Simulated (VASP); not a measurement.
Input of a VASP 6.6.1 run:

The input INCAR:

```
SYSTEM = LiCl
ALGO = Normal ; EDIFF = 1E-7
EDIFFG = -0.01 ; ENCUT = 600
GGA = PE ; IBRION = 2
ISIF = 3 ; ISMEAR = 0
LASPH = .TRUE. ; LCHARG = .FALSE.
LREAL = .FALSE. ; LWAVE = .FALSE.
NELM = 100 ; NSW = 65
PREC = Accurate ; SIGMA = 0.02
```

The input KPOINTS:

```
k-points
0
G
  9 9 2
  0 0 0
```

Contents of POSCAR:

```
LiCl
1.0
    3.6417967620      0.0000000000      0.0000000000
   -1.8208983810      3.1538885114      0.0000000000
    0.0000000000      0.0000000000     17.8410864402
Li Cl
6 6
Direct
    0.0000000000      0.0000000000      0.0000000000
    0.3333333333      0.6666666667      0.1666666667
    0.6666666667      0.3333333333      0.3333333333
    0.0000000000      0.0000000000      0.5000000000
    0.6666666667      0.3333333333      0.6666666667
    0.3333333333      0.6666666667      0.8333333333
    0.6666666667      0.3333333333      0.0833333333
    0.0000000000      0.0000000000      0.2500000000
    0.3333333333      0.6666666667      0.4166666667
    0.3333333333      0.6666666667      0.5833333333
    0.0000000000      0.0000000000      0.7500000000
    0.6666666667      0.3333333333      0.9166666667
```

Potentials or basis: VASP PAW PBE potentials, release 64 (Li_sv, Cl).

The run is started by

```bash
$ cat potpaw_PBE.64/Li_sv/POTCAR potpaw_PBE.64/Cl/POTCAR > POTCAR
$ mpirun -np 1 vasp_std > vasp.out
```

What does it give for the space group after relaxing (to 0.1 Å)?

P6_3/mmc (No. 194).

Estimate the band gap on the k mesh.

5.85 eV.

What does it give for the relaxed volume?

17.36 Å³/atom.

Final structure:
```
CELL_PARAMETERS angstrom
3.60981 0.00000 0.00000
-1.80491 3.12619 0.00000
0.00000 0.00000 18.46422
ATOMIC_POSITIONS crystal
Li 0.00000 0.00000 0.00000
Li 0.33333 0.66667 0.16931
Li 0.66667 0.33333 0.33069
Li 0.00000 0.00000 0.50000
Li 0.66667 0.33333 0.66931
Li 0.33333 0.66667 0.83069
Cl 0.66667 0.33333 0.08834
Cl 0.00000 0.00000 0.25000
Cl 0.33333 0.66667 0.41166
Cl 0.33333 0.66667 0.58834
Cl 0.00000 0.00000 0.75000
Cl 0.66667 0.33333 0.91166
```

Caveat: the cutoff is under 1.25 times the usual one of these potentials, so pressure, stress and relaxed cells hold a basis-set (Pulay) error; an odd mesh through Γ misses points on the zone boundary, where band edges can lie.
